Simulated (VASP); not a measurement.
Here is a VASP 6.6.1 calculation.

Contents of INCAR:

```
SYSTEM = AlN
PREC = Accurate ; ENCUT = 520
EDIFF = 1E-6 ; ISMEAR = 0
SIGMA = 0.05 ; LREAL = .False.
LASPH = .True. ; NELM = 60
ALGO = Normal ; ISIF = 2
LWAVE = .False. ; LCHARG = .True.
GGA = PE ; LELF = .True.
LVHAR = .True. ; NBANDS = 16
```

The input KPOINTS:

```
regular mesh
0
Gamma
  6 6 6
  0 0 0
```

POSCAR

```
AlN
1.0
    0.0000000000     -2.2015682416     -2.2015682416
   -2.2015682416      0.0000000000     -2.2015682416
    2.2015682416      2.2015682416     -4.4031364832
Al N
2 2
Direct
    0.0000000000      0.0000000000      0.0000000000
    0.5000000000      0.5000000000      0.5000000000
    0.3750000000      0.3750000000      0.8750000000
    0.8750000000      0.8750000000      0.3750000000
```

Potentials or basis: VASP PAW PBE potentials, release 64 (Al, N).

Command:

```sh
$ cat potpaw_PBE.64/Al/POTCAR potpaw_PBE.64/N/POTCAR > POTCAR
$ mpirun -np 1 vasp_std > vasp.out
```

Problem. What does it give for the band gap on the k mesh?

Solution. 3.30 eV.

Problem. Estimate the pressure.

Solution. -0.3 GPa.

A k mesh can miss the band edges. Expect the measured gap to be larger: semilocal functionals such as PBE lack the derivative discontinuity.
